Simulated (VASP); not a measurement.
SnO2 (CdI2 type):

```
Sn O
1.0
     2.89565    0.00000    0.00000
    -1.44782    2.50771    0.00000
     0.00000    0.00000    4.63304
Sn O
1 2
Direct
  0.00000 0.00000 0.00000
  0.33333 0.66667 0.25000
  0.66667 0.33333 0.75000
```

- Program: VASP 6.6.1
- Task: relaxation of cell and atoms
- Functional: PBE
- Potentials or basis: VASP PAW PBE potentials, release 64 (Sn_d, O)
- Cutoff: 600 eV
- k mesh: 13 × 13 × 7
- Occupations: fermi-dirac, width 0.08 eV
- Spin: no spin polarisation

At the start: pressure 42.9 GPa; volume 11.21 Å³/atom.

Task: How do energy, volume and symmetry change on relaxing?

Result: Over 34 steps the energy falls by 451.8 meV/atom and the volume is 15.45 Å³/atom (+37.7 %); space group P-3m1 (No. 164, to 0.05 Å).

Step by step:
| step | energy change (eV) | largest force (eV/Å) | pressure (GPa) | volume (Å³) |
| --- | --- | --- | --- | --- |
| 1 | 0.0000 | 0.0521 | 42.90 | 33.64 |
| 2 | -0.1180 | 2.4857 | -23.31 | 50.10 |
| 3 | -1.0229 | 1.8899 | -4.77 | 40.95 |
| 4 | -1.0245 | 1.8545 | -3.87 | 40.71 |
| 5 | -1.2846 | 0.5887 | -1.37 | 40.62 |
| 6 | -1.2963 | 0.2222 | -0.61 | 40.57 |
| 7 | -1.2964 | 0.2547 | -0.64 | 40.57 |
| 8 | -1.3041 | 0.0621 | 2.21 | 40.27 |
| 9 | -1.3041 | 0.0588 | 2.27 | 40.27 |
| 10 | -1.3109 | 0.0699 | 1.98 | 40.60 |
| 11 | -1.3268 | 0.1036 | 1.38 | 41.58 |
| 12 | -1.3438 | 0.1688 | 0.61 | 43.53 |
| 13 | -1.3427 | 0.2590 | -0.11 | 47.39 |
| 14 | -1.3491 | 0.1550 | 0.56 | 44.87 |
| 15 | -1.3529 | 0.1068 | -0.97 | 45.62 |
| 16 | -1.3531 | 0.1156 | -0.68 | 45.47 |
| 17 | -1.3520 | 0.1573 | 1.18 | 45.23 |
| 18 | -1.3541 | 0.0073 | 0.08 | 45.38 |
| 19 | -1.3543 | 0.0071 | 0.12 | 45.43 |
| 20 | -1.3546 | 0.0086 | 0.29 | 45.59 |
| 21 | -1.3545 | 0.0101 | 0.60 | 45.90 |
| 22 | -1.3547 | 0.0084 | 0.42 | 45.72 |
| 23 | -1.3547 | 0.0124 | 0.36 | 45.75 |
| 24 | -1.3549 | 0.0255 | 0.22 | 45.87 |
| 25 | -1.3550 | 0.0501 | -0.06 | 46.09 |
| 26 | -1.3551 | 0.0444 | -0.09 | 46.12 |
| 27 | -1.3552 | 0.0288 | -0.07 | 46.20 |
| 28 | -1.3553 | 0.0034 | -0.04 | 46.37 |
| 29 | -1.3553 | 0.0018 | -0.02 | 46.35 |
| 30 | -1.3553 | 0.0008 | -0.07 | 46.36 |
| 31 | -1.3553 | 0.0006 | -0.07 | 46.35 |
| 32 | -1.3553 | 0.0069 | 0.06 | 46.34 |
| 33 | -1.3553 | 0.0063 | 0.01 | 46.34 |
| 34 | -1.3553 | 0.0034 | 0.00 | 46.34 |

Final structure:
```
CELL_PARAMETERS angstrom
3.23194 0.00000 0.00000
-1.61597 2.79894 0.00000
0.00000 0.00000 5.12299
ATOMIC_POSITIONS crystal
Sn 0.00000 0.00000 0.00000
O 0.33333 0.66667 0.19762
O 0.66667 0.33333 0.80238
```

Caveat: the volume moved by over 15 % at a fixed basis, so the end points are rough.
